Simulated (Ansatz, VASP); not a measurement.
## Al: VASP beside Ansatz

```
CELL_PARAMETERS angstrom
3.57720 0.00000 0.00000
-1.78860 3.09795 0.00000
0.00000 0.00000 6.36358
ATOMIC_POSITIONS crystal
Al 0.33333 0.66667 0.21131
Al 0.33333 0.66667 0.78869
Al 0.66667 0.33333 0.78869
Al 0.66667 0.33333 0.21131
```

Alike in both runs: task relaxation of cell and atoms; functional PBE; k mesh 6 × 6 × 4; occupations gaussian, width 0.1 eV; no spin polarisation.

|  | VASP | Ansatz |
| --- | --- | --- |
| version | VASP 6.6.1 | Ansatz 0.2.0 |
| potentials or method | VASP PAW PBE potentials, release 64 (Al), cutoff 600 eV | scalar-relativistic, plane waves, PAW |
| valence electrons in the cell | 12 | 12 |

|  | VASP | Ansatz | Ansatz less VASP |
| --- | --- | --- | --- |
| gap on the k mesh at the Fermi level, each at its own relaxed structure (eV) | none | none | - |
| relaxed volume (Å³/atom) | 24.67 | 24.67 | -0.005 |
| relaxed cell length with the largest relative difference (Å) | 5.500 | 5.505 | +0.0052 |

A gap of «none» marks a metal or a gap that the smearing closes.

Noted on VASP's run: the volume moved by over 15 % at a fixed basis, so the end points are rough.
